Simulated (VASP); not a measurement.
# AlN (F-43m) in VASP: notebook, part 2 of 2

VASP 6.6.1.

## Step 4: Single point, PBEsol

File INCAR:

```
SYSTEM = AlN
PREC = Accurate
ENCUT = 600
EDIFF = 1E-6
ISMEAR = 0
SIGMA = 0.01
LREAL = .False.
LASPH = .True.
NELM = 120
ALGO = Normal
ISIF = 2
LWAVE = .False.
LCHARG = .True.
GGA = PS
LELF = .True.
LVHAR = .True.
NBANDS = 11
GGA_COMPAT = .False.
```

File KPOINTS:

```
Automatic mesh
0
Gamma
  2 2 2
  0 0 0
```

File POSCAR:

```
AlN
1.0
    0.0000000000      2.1848764208      2.1848764208
    2.1848764208      0.0000000000      2.1848764208
    2.1848764208      2.1848764208      0.0000000000
Al N
1 1
Direct
    0.0000000000      0.0000000000      0.0000000000
    0.2500000000      0.2500000000      0.2500000000
```

Potentials or basis: VASP PAW PBE potentials, release 64 (Al, N).

Started as:

```console
cat potpaw_PBE.64/Al/POTCAR potpaw_PBE.64/N/POTCAR > POTCAR
mpirun -np 1 vasp_std > vasp.out
```

OUTCAR:

```text
SYSTEM = AlN
   PREC = Accurate
   ENCUT = 600
   EDIFF = 1E-6
   ISMEAR = 0
   LREAL = .False.
   LASPH = .True.
   NELM = 120
   ISIF = 2
   GGA = PS

 ion  position               nearest neighbor table
   1  0.000  0.000  0.000-   2 1.89   2 1.89   2 1.89   2 1.89
   2  0.250  0.250  0.250-   1 1.89   1 1.89   1 1.89   1 1.89

  LATTYP: Found a face centered cubic cell.
 ALAT       =     4.3697528416

  Lattice vectors:

 A1 = (   0.0000000000,   2.1848764208,   2.1848764208)
 A2 = (   2.1848764208,   0.0000000000,   2.1848764208)
 A3 = (   2.1848764208,   2.1848764208,   0.0000000000)

Analysis of symmetry for initial positions (statically):
=====================================================================
 Subroutine PRICEL returns:
 Original cell was already a primitive cell.

 Routine SETGRP: Setting up the symmetry group for a
 face centered cubic supercell.

 Subroutine GETGRP returns: Found 24 space group operations
 (whereof 24 operations were pure point group operations)
 out of a pool of 48 trial point group operations.

The static configuration has the point symmetry T_d .

Analysis of symmetry for dynamics (positions and initial velocities):
=====================================================================
 Subroutine PRICEL returns:
 Original cell was already a primitive cell.

 Routine SETGRP: Setting up the symmetry group for a
 face centered cubic supercell.

 Subroutine GETGRP returns: Found 24 space group operations
 (whereof 24 operations were pure point group operations)
 out of a pool of 48 trial point group operations.

The dynamic configuration has the point symmetry T_d .

 Subroutine INISYM returns: Found 24 space group operations
 (whereof 24 operations are pure point group operations),
 and found     1 'primitive' translations

----------------------------------------------------------------------------------------

                                     Primitive cell

  volume of cell :      20.8598

  direct lattice vectors                    reciprocal lattice vectors
     0.000000000  2.184876421  2.184876421    -0.228845895  0.228845895  0.228845895
     2.184876421  0.000000000  2.184876421     0.228845895 -0.228845895  0.228845895
     2.184876421  2.184876421  0.000000000     0.228845895  0.228845895 -0.228845895

  length of vectors
     3.089881866  3.089881866  3.089881866     0.396372717  0.396372717  0.396372717

  position of ions in fractional coordinates (direct lattice)
     0.000000000  0.000000000  0.000000000
     0.250000000  0.250000000  0.250000000

  ion indices of the primitive-cell ions
   primitive index   ion index
                 1           1
                 2           2

----------------------------------------------------------------------------------------

 KPOINTS: Automatic mesh

Automatic generation of k-mesh.
 Grid dimensions read from file:
 generate k-points for:    2    2    2

 Generating k-lattice:

  Cartesian coordinates                     Fractional coordinates (reciprocal lattice)
    -0.114422948  0.114422948  0.114422948     0.500000000  0.000000000  0.000000000
     0.114422948 -0.114422948  0.114422948     0.000000000  0.500000000  0.000000000
     0.114422948  0.114422948 -0.114422948     0.000000000  0.000000000  0.500000000

  Length of vectors
     0.198186359  0.198186359  0.198186359

  Shift w.r.t. Gamma in fractional coordinates (k-lattice)
     0.000000000  0.000000000  0.000000000

 Subroutine IBZKPT returns following result:
 ===========================================

 Found      3 irreducible k-points:

 Following reciprocal coordinates:
            Coordinates               Weight
  0.000000  0.000000  0.000000      1.000000
  0.500000  0.000000  0.000000      4.000000
  0.500000  0.500000  0.000000      3.000000
   k-points           NKPTS =      3   k-points in BZ     NKDIM =      3   number of bands    NBANDS=     11
   number of dos      NEDOS =    301   number of ions     NIONS =      2
   total plane-waves  NPLWV =  21952
   dimension x,y,z NGX =    28 NGY =   28 NGZ =   28
   dimension x,y,z NGXF=    56 NGYF=   56 NGZF=   56
   ions per type =               1   1
   NGX,Y,Z   is equivalent  to a cutoff of  15.06, 15.06, 15.06 a.u.
   NGXF,Y,Z  is equivalent  to a cutoff of  30.13, 30.13, 30.13 a.u.
 SYSTEM =  AlN
   PREC   = accura    normal or accurate (medium, high low for compatibility)
   ISTART =      0    job   : 0-new  1-cont  2-samecut
   ICHARG =      2    charge: 1-file 2-atom 10-const
   ISPIN  =      1    spin polarized calculation?
   LNONCOLLINEAR =      F non collinear calculations
   LSORBIT =      F    spin-orbit coupling
   LASPH  =      T    aspherical Exc in radial PAW
   ENCUT  =  600.0 eV  44.10 Ry    6.64 a.u.   6.17  6.17  6.17*2*pi/ulx,y,z
   NELM   =    120;   NELMIN=  2; NELMDL= -5     # of ELM steps
   EDIFF  = 0.1E-05   stopping-criterion for ELM
   LREAL  =      F    real-space projection
   EDIFFG = 0.1E-04   stopping-criterion for IOM
   NSW    =      0    number of steps for IOM
   IBRION =     -1    ionic relax: 0-MD 1-quasi-New 2-CG
   NFREE  =      0    steps in history (QN), initial steepest desc. (CG)
   ISIF   =      2    stress and relaxation
   ISYM   =      2    0-nonsym 1-usesym 2-fastsym
   POTIM  = 0.5000    time-step for ionic-motion
   TEBEG  =    0.0;   TEEND  =   0.0 temperature during run
   PSTRESS=    0.0 pullay stress
   NELECT =       8.0000    total number of electrons
   NUPDOWN=      -1.0000    fix difference up-down
   EMIN   =  10.00;   EMAX   =-10.00  energy-range for DOS
   EFERMI =   0.00;   METHOD = LEGACY
   ISMEAR =     0;   SIGMA  =   0.01  broadening in eV -4-tet -1-fermi 0-gaus
   EFERMI_NEDOS =   21; number of points for ismear=-14 and -15
   IALGO  =     38    algorithm
   IMIX   =      4    mixing-type and parameters
     AMIX     =   0.40;   BMIX     =  1.00
     AMIX_MAG =   1.60;   BMIX_MAG =  1.00
  volume/ion in A,a.u.               =      10.43        70.38
  Fermi-wavevector in a.u.,A,eV,Ry     =   1.189418  2.247675 19.248378  1.414716
  Thomas-Fermi vector in A             =   2.325526
   LORBIT       =      0    0 simple, 1 ext, 2 COOP (PROOUT), +10 PAW based schemes
   GGA     = PS    functional components
   LHFCALC =     F    Hartree Fock is set to
   AEXX    =    0.0000 exact exchange contribution
   IVDW    =     0    specifies the selected vdW correction
   LEPSILON=     F    determine dielectric tensor
   LRPA    =     F    only Hartree local field effects (RPA)
 non-spin polarized calculation
 Gauss-broadening in eV      SIGMA  =   0.01
  energy-cutoff  :      600.00
  volume of cell :       20.86
 maximum number of plane-waves:       725
 NGX is ok and might be reduce to    28
   NGX = 13   NGY = 13   NGZ = 13

 number of electron       7.9999999 magnetization

 Free energy of the ion-electron system (eV)
  ---------------------------------------------------
  ext. energy  EPLUGINS =         0.00000000
  ---------------------------------------------------
  free energy    TOTEN  =       -14.12699168 eV

  energy without entropy =      -14.12699168  energy(sigma->0) =      -14.12699168

 E-fermi :   6.4936     XC(G=0): -11.0004

 val. band max:        6.4317811672   @ k =   0.0000   0.0000   0.0000
 cond. band min:       9.1184206391   @ k =   0.5000   0.5000   0.0000
 fundamental gap:      2.6866394719
 Fermi energy:         6.4936140687

 k-point     1 :       0.0000    0.0000    0.0000
  band No.  band energies     occupation
      1      -8.6663      2.00000
      2       6.4318      2.00000
      3       6.4318      2.00000
      4       6.4318      2.00000
      5      10.3165      0.00000
      6      18.3945      0.00000
      7      18.3945      0.00000
      8      18.3945      0.00000
      9      23.5271      0.00000
     10      23.5271      0.00000
     11      24.8876      0.00000

 k-point     2 :       0.5000    0.0000    0.0000
  band No.  band energies     occupation
      1      -6.4759      2.00000
      2       0.2220      2.00000
      3       5.9230      2.00000
      4       5.9230      2.00000
      5      13.3425      0.00000
      6      15.9950      0.00000
      7      16.9477      0.00000
      8      16.9477      0.00000
      9      23.8769      0.00000
     10      25.9724      0.00000
     11      25.9724      0.00000

 k-point     3 :       0.5000    0.5000    0.0000
  band No.  band energies     occupation
      1      -5.7946      2.00000
      2       1.2432      2.00000
      3       4.5308      2.00000
      4       4.5308      2.00000
      5       9.1184      0.00000
      6      14.4254      0.00000
      7      20.2262      0.00000
      8      21.7505      0.00000
      9      21.7505      0.00000
     10      29.5441      0.00000
     11      29.7537      0.00000

------------------------ aborting loop because EDIFF is reached ----------------------------------------

  FORCE on cell =-STRESS in cart. coord.  units (eV):
  Direction    XX          YY          ZZ          XY          YZ          ZX
  --------------------------------------------------------------------------------------
  -------------------------------------------------------------------------------------
  Total        0.7232878      0.7232878      0.7232878      0.0000000      0.0000000     -0.0000000
  in kB       55.5534591     55.5534591     55.5534591      0.0000000      0.0000000     -0.0000000
  external PRESSURE =      55.5534591 kB  Pullay stress =       0.0000000 kB

 VOLUME and BASIS-vectors are now :
 -----------------------------------------------------------------------------
  energy-cutoff  :      600.00
  volume of cell :       20.86
      direct lattice vectors                 reciprocal lattice vectors
     0.000000000  2.184876421  2.184876421    -0.228845895  0.228845895  0.228845895
     2.184876421  0.000000000  2.184876421     0.228845895 -0.228845895  0.228845895
     2.184876421  2.184876421  0.000000000     0.228845895  0.228845895 -0.228845895

 POSITION                                       TOTAL-FORCE (eV/Angst)
 -----------------------------------------------------------------------------------
      0.00000      0.00000      0.00000         0.000000      0.000000      0.000000
      1.09244      1.09244      1.09244        -0.000000     -0.000000     -0.000000
 -----------------------------------------------------------------------------------
    total drift:                                0.000000      0.000000      0.000000

  FREE ENERGIE OF THE ION-ELECTRON SYSTEM (eV)
  ---------------------------------------------------
  free  energy   TOTEN  =       -14.1269916763 eV

  energy  without entropy=      -14.1269916763  energy(sigma->0) =      -14.12699168
```

It took 5.3 s on 1 thread of Intel Xeon 8259CL, shared host; peak memory 0.14 GiB.

Results:

```yaml
Free_energy: -14.1270 eV
Pressure: 5.6 GPa
Band_gap_on_the_k_mesh: 2.69 eV, indirect (least direct gap 3.88 eV)
```

Caveat: the k points lie up to 1.25 Å⁻¹ apart; the PAW data sets were made with another functional, which shifts forces and pressure a little. A k mesh can miss the band edges.

## Step 5: Single point, PBEsol

File INCAR:

```
SYSTEM = AlN
ALGO = Normal
EDIFF = 1E-6
ENCUT = 600
GGA = PS
GGA_COMPAT = .FALSE.
ISIF = 2
ISMEAR = 0
LASPH = .TRUE.
LCHARG = .FALSE.
LREAL = .FALSE.
LWAVE = .FALSE.
NBANDS = 11
NELM = 120
PREC = Accurate
SIGMA = 0.5
```

File KPOINTS:

```
k-points
0
G
  8 8 8
  0 0 0
```

POSCAR is that of step 4.

Potentials or basis: VASP PAW PBE potentials, release 64 (Al, N).

Started as:

```console
cat potpaw_PBE.64/Al/POTCAR potpaw_PBE.64/N/POTCAR > POTCAR
mpirun -np 1 vasp_std > vasp.out
```

OUTCAR:

```text
SYSTEM = AlN
   EDIFF = 1E-6
   ENCUT = 600
   GGA = PS
   ISIF = 2
   ISMEAR = 0
   LASPH = .TRUE.
   LREAL = .FALSE.
   NELM = 120
   PREC = Accurate

 ion  position               nearest neighbor table
   1  0.000  0.000  0.000-   2 1.89   2 1.89   2 1.89   2 1.89
   2  0.250  0.250  0.250-   1 1.89   1 1.89   1 1.89   1 1.89

  LATTYP: Found a face centered cubic cell.
 ALAT       =     4.3697528416

  Lattice vectors:

 A1 = (   0.0000000000,   2.1848764208,   2.1848764208)
 A2 = (   2.1848764208,   0.0000000000,   2.1848764208)
 A3 = (   2.1848764208,   2.1848764208,   0.0000000000)

Analysis of symmetry for initial positions (statically):
=====================================================================
 Subroutine PRICEL returns:
 Original cell was already a primitive cell.

 Routine SETGRP: Setting up the symmetry group for a
 face centered cubic supercell.

 Subroutine GETGRP returns: Found 24 space group operations
 (whereof 24 operations were pure point group operations)
 out of a pool of 48 trial point group operations.

The static configuration has the point symmetry T_d .

Analysis of symmetry for dynamics (positions and initial velocities):
[... 167 lines left out ...]
 k-point     1 :       0.0000    0.0000    0.0000
  band No.  band energies     occupation
      1      -9.0853      2.00000
      2       5.8666      2.00000
      3       5.8666      2.00000
      4       5.8666      2.00000
      5       9.9887      0.00000
      6      18.3233      0.00000
      7      18.3233      0.00000
      8      18.3233      0.00000
      9      23.4440      0.00000
     10      23.4440      0.00000
     11      24.7940      0.00000
[... 309 lines left out ...]
 k-point    24 :      -0.3750    0.2500    0.1250
  band No.  band energies     occupation
      1      -6.6800      2.00000
      2       0.6773      2.00000
      3       3.6221      2.00000
      4       4.7383      2.00000
      5      12.8530      0.00000
      6      15.0112      0.00000
      7      17.9320      0.00000
      8      18.4465      0.00000
      9      22.9174      0.00000
     10      24.4967      0.00000
     11      27.7477      0.00000

 [... further k-points ...]
[... 5 lines left out ...]
  --------------------------------------------------------------------------------------
  -------------------------------------------------------------------------------------
  Total        0.1211207      0.1211207      0.1211207      0.0000000      0.0000000      0.0000000
  in kB        9.3028963      9.3028963      9.3028963      0.0000000      0.0000000      0.0000000
  external PRESSURE =       9.3028963 kB  Pullay stress =       0.0000000 kB

 VOLUME and BASIS-vectors are now :
 -----------------------------------------------------------------------------
  energy-cutoff  :      600.00
  volume of cell :       20.86
      direct lattice vectors                 reciprocal lattice vectors
     0.000000000  2.184876421  2.184876421    -0.228845895  0.228845895  0.228845895
     2.184876421  0.000000000  2.184876421     0.228845895 -0.228845895  0.228845895
     2.184876421  2.184876421  0.000000000     0.228845895  0.228845895 -0.228845895

 POSITION                                       TOTAL-FORCE (eV/Angst)
 -----------------------------------------------------------------------------------
      0.00000      0.00000      0.00000        -0.000000     -0.000000     -0.000000
      1.09244      1.09244      1.09244         0.000000      0.000000      0.000000
 -----------------------------------------------------------------------------------
    total drift:                                0.000000      0.000000      0.000000

  FREE ENERGIE OF THE ION-ELECTRON SYSTEM (eV)
  ---------------------------------------------------
  free  energy   TOTEN  =       -15.6124350990 eV

  energy  without entropy=      -15.6124347988  energy(sigma->0) =      -15.61243495
```

Run time: 12 s. Hardware: 1 thread of Intel Xeon 8259CL, shared host; peak memory 0.15 GiB.

What came out:

| Property | Result |
| --- | --- |
| Free energy | -15.6124 eV |
| Pressure | 0.9 GPa |
| Band gap on the k mesh | 3.19 eV, indirect (least direct gap 4.12 eV) |

Caveat: the PAW data sets were made with another functional, which shifts forces and pressure a little. A k mesh can miss the band edges.

## Step 6: Summary

| level | k mesh | cutoff (eV) | smearing | grid for exact exchange (PRECFOCK) | share of exact exchange | screening parameter | gap on the mesh (eV) | pressure (GPa) |
| --- | --- | --- | --- | --- | --- | --- | --- | --- |
| PBE-based screened hybrid | 4 × 4 × 4 | 520 | gaussian 0.01 eV | Normal | 0.1 | 0.5 1/Å | 3.56 | 2.7 |
| PBE-based screened hybrid | 4 × 4 × 4 | 520 | gaussian 0.01 eV | Normal | 0.2 | 0.3 1/Å | 4.11 | 0.5 |
| PBEsol | 2 × 2 × 2 | 600 | gaussian 0.01 eV | - | - | - | 2.69 | 5.6 |
| PBEsol | 8 × 8 × 8 | 600 | gaussian 0.5 eV | - | - | - | 3.19 | 0.9 |

Alike in all rows: task single point; potentials or basis VASP PAW PBE potentials, release 64 (Al, N); no spin polarisation; cell as given.

Caveats: some runs use coarse meshes; the PAW data sets were made with another functional, which shifts forces and pressure a little.

Absolute energies hang on the potentials; compare differences alone.
